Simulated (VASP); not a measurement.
A run of VASP 6.6.1 is set up as follows.

Contents of INCAR:

```
PREC = Accurate
ENCUT = 520
EDIFF = 1E-6
ISMEAR = 0
SIGMA = 0.01
LREAL = False
LASPH = True
NELM = 100
ALGO = Normal
ISIF = 2
LWAVE = False
LCHARG = True
GGA = CA
LELF = True
LVHAR = True
NBANDS = 20
```

The input KPOINTS:

```
regular mesh
0
Gamma
  6 6 2
```

Contents of POSCAR:

```
WSe2
1.0
    3.2972133755      0.0000000000      0.0000000000
   -1.6486066877      2.8554705449      0.0000000000
    0.0000000000      0.0000000000      7.1842732350
W Se
1 2
Direct
    0.0000000000      0.0000000000      0.0000000000
    0.3333333333      0.6666666667      0.2319179705
    0.3333333333      0.6666666667      0.7680820295
```

Potentials or basis: VASP PAW LDA potentials, release 64 (W_sv, Se).

The run is started by

```bash
$ cat potpaw_LDA.64/W_sv/POTCAR potpaw_LDA.64/Se/POTCAR > POTCAR
$ mpirun -np 1 vasp_std > vasp.out
```

Question: Estimate the largest force.

Answer: 0.237 eV/Å.

Question: Predict the pressure.

Answer: -3.0 GPa.

Stress tensor (GPa, compression positive):
```
-3.58  0.00  0.00
 0.00 -3.58  0.00
 0.00  0.00 -1.79
```

Caveat: the k points lie up to 0.44 Å⁻¹ apart.
